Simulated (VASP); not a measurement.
Crystal: Sn.

```
Sn
1.0
     3.40987    0.00000    0.00000
    -1.70493    2.95303    0.00000
     0.00000    0.00000    5.56831
Sn
2
Direct
  0.33333 0.66667 0.25000
  0.66667 0.33333 0.75000
```

| Item | Value |
| --- | --- |
| Program | VASP 6.6.1 |
| Task | relaxation of cell and atoms |
| Functional | RPBE |
| Potentials or basis | VASP PAW PBE potentials, release 64 (Sn_d) |
| Cutoff | 600 eV |
| k mesh | 11 × 11 × 6 |
| Occupations | fermi-dirac, width 0.1 eV |
| Spin | no spin polarisation |

At the start: pressure 0.8 GPa; volume 28.03 Å³/atom.

How do energy, volume and symmetry change on relaxing?

Over 5 steps the energy falls by 2.8 meV/atom and the volume is 28.56 Å³/atom (+1.9 %); space group P6_3/mmc (No. 194, to 0.05 Å).

The path:
| step | energy change (eV) | largest force (eV/Å) | pressure (GPa) | volume (Å³) |
| --- | --- | --- | --- | --- |
| 1 | 0.0000 | 0.0000 | 0.85 | 56.07 |
| 2 | -0.0053 | 0.0000 | -0.14 | 57.28 |
| 3 | -0.0053 | 0.0000 | -0.15 | 57.30 |
| 4 | -0.0057 | 0.0000 | -0.03 | 57.14 |
| 5 | -0.0057 | 0.0000 | -0.01 | 57.12 |

Final structure:
```
Sn
1.0
     3.41169    0.00000    0.00000
    -1.70584    2.95461    0.00000
     0.00000    0.00000    5.66617
Sn
2
Direct
  0.33333 0.66667 0.25000
  0.66667 0.33333 0.75000
```

Caveat: the PAW data sets were made with another functional, which shifts forces and pressure a little.
